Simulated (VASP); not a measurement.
# MgAl8Cu4 in VASP: single point with PBEsol

Aim: the single point of MgAl8Cu4 with PBEsol.

Everything below comes from runs of VASP 6.6.1. Logs are shortened: lines on timing, memory, paths and dates and some standing lists are left out, and cuts for length are marked.

## (1) The cell of the first run

The cell holds a slab with vacuum, 13 atoms: a = 4.828 Å, b = 4.877 Å, c = 26.125 Å, α = 90.00°, β = 90.00°, γ = 119.67°.

## (2) Single point, PBEsol

Input file INCAR:

```
  ALGO = Normal
  DIPOL = 0.5 0.5 0.478
  EDIFF = 1E-6
  ENCUT = 520
  GGA = PS
  IDIPOL = 3
  ISIF = 2
  ISMEAR = 0
  LASPH = True
  LCHARG = True
  LDIPOL = True
  LELF = True
  LREAL = False
  LVACPOTAV = True
  LVHAR = True
  LWAVE = False
  NBANDS = 47
  NELM = 80
  PREC = Accurate
  SIGMA = 0.1
```

Input file KPOINTS:

```
k-points
0
Gamma
  7 7 1
```

Input file POSCAR:

```
MgAl8Cu4
1.0
    4.8278486175      0.0000000000      0.0000000000
   -2.4139243087      4.2377626291      0.0000000000
    0.0000000000      0.0000000000     26.1252049314
Al Cu Mg
8 4 1
Direct
    0.4093199578      0.8186399157      0.3253562995
    0.0906800421      0.1813600843      0.3253562995
    0.7500000000      0.5000000000      0.3770427965
    0.2500000000      0.5000000000      0.4358795398
    0.9102707753      0.8205415506      0.4875196769
    0.5897292247      0.1794584494      0.4875196769
    0.2500000000      0.5000000000      0.5425901645
    0.7500000000      0.5000000000      0.5868709379
    0.7500000000      0.0000000000      0.4064611682
    0.2500000000      0.0000000000      0.4064611682
    0.2500000000      0.0000000000      0.5677002699
    0.7500000000      0.0000000000      0.5677002699
    0.7500000000      0.5000000000      0.6955550785
```

Potentials or basis: VASP PAW PBE potentials, release 64 (Al, Cu, Mg).

Launch:

```console
$ cat potpaw_PBE.64/Al/POTCAR potpaw_PBE.64/Cu/POTCAR potpaw_PBE.64/Mg/POTCAR > POTCAR
$ mpirun -np 1 vasp_std > vasp.out
```

OUTCAR:

```text
EDIFF = 1E-6
   ENCUT = 520
   GGA = PS
   ISIF = 2
   ISMEAR = 0
   LASPH = True
   LREAL = False
   NELM = 80
   PREC = Accurate

 ion  position               nearest neighbor table
   1  0.409  0.819  0.325-  10 2.56   9 2.56   2 2.70   2 2.86   2 2.86   3 3.08   3 3.08   3 3.19
                             4 3.19
   2  0.091  0.181  0.325-   9 2.56  10 2.56   1 2.70   1 2.86   1 2.86   3 3.08   3 3.08   3 3.19
                             4 3.19
   3  0.750  0.500  0.377-   9 2.56   9 2.56  10 2.56  10 2.56   4 2.86   4 2.86   2 3.08   1 3.08
                             1 3.08   2 3.08   2 3.19   1 3.19   6 3.19   5 3.19
   4  0.250  0.500  0.436-  10 2.56  10 2.56   9 2.56   9 2.56   7 2.79   3 2.86   3 2.86   5 3.08
                             6 3.08   6 3.08   5 3.08   6 3.18   5 3.18   2 3.19   1 3.19
   5  0.910  0.821  0.488-  12 2.53  11 2.53   9 2.55  10 2.55   6 2.72   6 2.85   6 2.85   8 2.93
                             4 3.08   4 3.08   7 3.12   7 3.12   4 3.18   3 3.19   7 3.22
   6  0.590  0.179  0.488-  12 2.53  11 2.53   9 2.55  10 2.55   5 2.72   5 2.85   5 2.85   8 2.93
                             4 3.08   4 3.08   7 3.12   7 3.12   4 3.18   3 3.19   7 3.22
   7  0.250  0.500  0.543-  11 2.53  11 2.53  12 2.53  12 2.53   8 2.68   8 2.68   4 2.79   5 3.12
                             6 3.12   5 3.12   6 3.12   6 3.22   5 3.22
   8  0.750  0.500  0.587-  12 2.49  12 2.49  11 2.49  11 2.49   7 2.68   7 2.68  13 2.84   6 2.93
                             5 2.93
   9  0.750  0.000  0.406-  10 2.41  10 2.41   5 2.55   6 2.55   4 2.56   4 2.56   3 2.56   3 2.56
                             2 2.56   1 2.56
  10  0.250  0.000  0.406-   9 2.41   9 2.41   5 2.55   6 2.55   4 2.56   4 2.56   3 2.56   3 2.56
                             1 2.56   2 2.56
  11  0.250  0.000  0.568-  12 2.41  12 2.41   8 2.49   8 2.49   7 2.53   7 2.53   5 2.53   6 2.53

  12  0.750  0.000  0.568-  11 2.41  11 2.41   8 2.49   8 2.49   7 2.53   7 2.53   5 2.53   6 2.53

  13  0.750  0.500  0.696-   8 2.84

  LATTYP: Found a base centered orthorhombic cell.
 ALAT       =     4.8278486175
 B/A-ratio  =     1.7555490923
 C/A-ratio  =     5.4113554507

  Lattice vectors:

 A1 = (   2.4139243087,  -4.2377626291,   0.0000000000)
 A2 = (   2.4139243088,   4.2377626291,   0.0000000000)
 A3 = (   0.0000000000,   0.0000000000,  26.1252049314)

Analysis of symmetry for initial positions (statically):
=====================================================================
 Subroutine PRICEL returns:
 Original cell was already a primitive cell.

 Routine SETGRP: Setting up the symmetry group for a
 base centered orthorhombic supercell.

 Subroutine GETGRP returns: Found  4 space group operations
 (whereof  2 operations were pure point group operations)
 out of a pool of  8 trial point group operations.
[... 153 lines left out ...]
  Thomas-Fermi vector in A             =   1.944238
   LORBIT       =      0    0 simple, 1 ext, 2 COOP (PROOUT), +10 PAW based schemes
   GGA     = PS    functional components
   LHFCALC =     F    Hartree Fock is set to
   AEXX    =    0.0000 exact exchange contribution
   IVDW    =     0    specifies the selected vdW correction
   LEPSILON=     F    determine dielectric tensor
   LRPA    =     F    only Hartree local field effects (RPA)
 non-spin polarized calculation
 Gauss-broadening in eV      SIGMA  =   0.10
  energy-cutoff  :      520.00
  volume of cell :      534.50
 maximum number of plane-waves:     14440
   NGX = 17   NGY = 19   NGZ = 97

 dipolmoment           0.000000      0.000000      1.002486 electrons x Angstroem

 number of electron      70.0000008 magnetization

 dipolmoment           0.000000      0.000000     -0.087626 electrons x Angstroem

 Free energy of the ion-electron system (eV)
  ---------------------------------------------------
  ext. energy  EPLUGINS =         0.00000000
  ---------------------------------------------------
  free energy    TOTEN  =       -49.57154502 eV

  energy without entropy =      -49.54782601  energy(sigma->0) =      -49.55968551

 E-fermi :   0.3411     XC(G=0):  -4.9739

 val. band max:        0.2258522574   @ k =  -0.2857   0.1429   0.0000
 cond. band min:       0.3415397109   @ k =   0.4286   0.1429   0.0000
 fundamental gap:      0.1156874535
 Fermi energy:         0.3410572305

 k-point     1 :       0.0000    0.0000    0.0000
  band No.  band energies     occupation
      1     -10.3385      2.00000
      2      -9.1275      2.00000
      3      -7.0898      2.00000
      4      -5.4241      2.00000
      5      -5.1678      2.00000
      6      -5.0168      2.00000
[... 789 lines left out ...]
     46       4.0913      0.00000
     47       4.2612      0.00000

------------------------ aborting loop because EDIFF is reached ----------------------------------------

  FORCE on cell =-STRESS in cart. coord.  units (eV):
  Direction    XX          YY          ZZ          XY          YZ          ZX
  --------------------------------------------------------------------------------------
  -------------------------------------------------------------------------------------
  Total       -1.6127184     -3.6238259      0.3953954     -0.0000000      0.0000000      0.0000000
  in kB       -4.8341392    -10.8624536      1.1852015     -0.0000000      0.0000000      0.0000000
  external PRESSURE =      -4.8371304 kB  Pullay stress =       0.0000000 kB

 VOLUME and BASIS-vectors are now :
 -----------------------------------------------------------------------------
  energy-cutoff  :      520.00
  volume of cell :      534.50
      direct lattice vectors                 reciprocal lattice vectors
     4.827848617  0.000000000  0.000000000     0.207131598  0.117986788  0.000000000
    -2.413924309  4.237762629  0.000000000     0.000000000  0.235973576  0.000000000
     0.000000000  0.000000000 26.125204931     0.000000000  0.000000000  0.038277212

 POSITION                                       TOTAL-FORCE (eV/Angst)
 -----------------------------------------------------------------------------------
     -0.00000      3.46920      8.50000         0.000000      0.052167      0.004872
     -0.00000      0.76856      8.50000        -0.000000     -0.052167      0.004872
      2.41392      2.11888      9.85032        -0.000000      0.000000     -0.232765
      0.00000      2.11888     11.38744         0.000000      0.000000      0.029673
      2.41392      3.47726     12.73655        -0.000000     -0.006430     -0.012039
      2.41392      0.76050     12.73655         0.000000      0.006430     -0.012039
      0.00000      2.11888     14.17528        -0.000000      0.000000     -0.013772
      2.41392      2.11888     15.33212        -0.000000      0.000000     -0.007711
      3.62089      0.00000     10.61888         0.000000      0.000000      0.081742
      1.20696      0.00000     10.61888        -0.000000      0.000000      0.081742
      1.20696      0.00000     14.83129        -0.000000      0.000000      0.026475
      3.62089      0.00000     14.83129        -0.000000      0.000000      0.026475
      2.41392      2.11888     18.17152        -0.000000      0.000000      0.022476
 -----------------------------------------------------------------------------------
    total drift:                                0.000001      0.000000     -0.002380

  FREE ENERGIE OF THE ION-ELECTRON SYSTEM (eV)
  ---------------------------------------------------
  free  energy   TOTEN  =       -49.5715450231 eV

  energy  without entropy=      -49.5478260058  energy(sigma->0) =      -49.55968551

 vacuum level on the upper side and lower side of the slab         3.936         4.712
```

stdout:

```text
POSCAR found type information on POSCAR AlCuMg
 POSCAR found :  3 types and      13 ions
 scaLAPACK will be used
 -----------------------------------------------------------------------------
|                                                                             |
[... 23 lines left out ...]
|     field-free region was found. Please increase the size of  your cell     |
|     in the dimension of the dipole correction to obtain accurate            |
|     workfunction values.                                                    |
|                                                                             |
 -----------------------------------------------------------------------------
```

Wall time 7.8 min (1 thread of Intel Xeon 6975P-C (Granite Rapids), shared host); peak memory 0.74 GiB.

What came out:

```yaml
Free_energy: -49.5715 eV
Largest_force: 0.233 eV/Å
Band_gap_on_the_k_mesh: zero (bands 35 and 36 overlap by 0.89 eV)
```

Forces in eV/Å, atoms in the order of the input:
```
Al   0.000  0.052  0.005
Al   0.000 -0.052  0.005
Al   0.000  0.000 -0.233
Al   0.000  0.000  0.030
Al   0.000 -0.006 -0.012
Al   0.000  0.006 -0.012
Al   0.000  0.000 -0.014
Al   0.000  0.000 -0.008
Cu   0.000  0.000  0.082
Cu   0.000  0.000  0.082
Cu   0.000  0.000  0.026
Cu   0.000  0.000  0.026
Mg   0.000  0.000  0.022
```

Levels at points of the mesh, in eV from the Fermi level:
| k point | band 31 | band 32 | band 33 | band 34 | band 35 | band 36 | band 37 | band 38 | band 39 | band 40 |
| --- | --- | --- | --- | --- | --- | --- | --- | --- | --- | --- |
| (0.00, 0.00, 0.00) | -1.57 | -1.26 | -0.90 | -0.87 | -0.86 | -0.63 | -0.43 | 0.67 | 0.73 | 1.12 |

Caveat: the PAW data sets were made with another functional, which shifts forces and pressure a little.
